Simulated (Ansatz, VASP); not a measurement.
**One calculation of TiC, two programs**

```
CELL_PARAMETERS angstrom
0.00000 2.12219 2.12219
2.12219 0.00000 2.12219
2.12219 2.12219 0.00000
ATOMIC_POSITIONS crystal
Ti 0.00000 0.00000 0.00000
C 0.50000 0.50000 0.50000
```

Alike in both runs: task single point; functional PBE; k mesh 16 × 16 × 16; occupations gaussian, width 0.1 eV; no spin polarisation.

|  | VASP | Ansatz |
| --- | --- | --- |
| version | VASP 6.6.1 | Ansatz 0.2.0 |
| potentials or method | VASP PAW PBE potentials, release 64 (Ti_sv, C), cutoff 520 eV | scalar-relativistic, plane waves, PAW |
| valence electrons in the cell | 16 | 16 |

Ansatz gave:

| Property | Result |
| --- | --- |
| gap on the k mesh at the Fermi level (eV) | none |
| pressure (GPa) | 17.6 |

Q: What did VASP give for the same quantities?

A: gap on the k mesh at the Fermi level (eV): none; pressure (GPa): 17.7.

A gap of «none» marks a metal or a gap that the smearing closes.
